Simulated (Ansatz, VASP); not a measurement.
# Sb: VASP beside Ansatz

```
CELL_PARAMETERS angstrom
4.04183 0.00000 0.00000
-2.02092 3.50033 0.00000
0.00000 0.00000 27.10000
ATOMIC_POSITIONS crystal
Sb 0.33333 0.66667 0.25858
Sb 0.66667 0.33333 0.31891
```

Alike in both runs: functional PBEsol; k mesh 12 × 12 × 1; occupations gaussian, width 0.03 eV; no spin polarisation.

Ansatz relaxed the structure, and its values are those at the end. VASP's run is a single point on that final structure, the one shown.

```csv
,VASP,Ansatz
version,VASP 6.6.1,Ansatz 0.2.0
potentials or method,"VASP PAW PBE potentials, release 64 (Sb), cutoff 400 eV","scalar-relativistic, plane waves, PAW"
valence electrons in the cell,10,30
```

```tsv
	VASP	Ansatz	Ansatz less VASP
gap on the k mesh at the Fermi level (eV)	1.16	1.15	-0.007
least direct gap on the mesh (eV)	1.66	1.68	+0.026
rms of the force components (eV/Å)	0.069	0.000	-0.0693
```

VASP's potentials were made for PBE, not for PBEsol, and Ansatz warns of the same on its side. VASP's potentials hold 10 valence electrons a cell and Ansatz's 30, so a difference there can come from the potentials and not from the codes. Ansatz's warnings: slab cell height set, structure snapped to symmetry.

Neither program's run includes spin-orbit coupling.
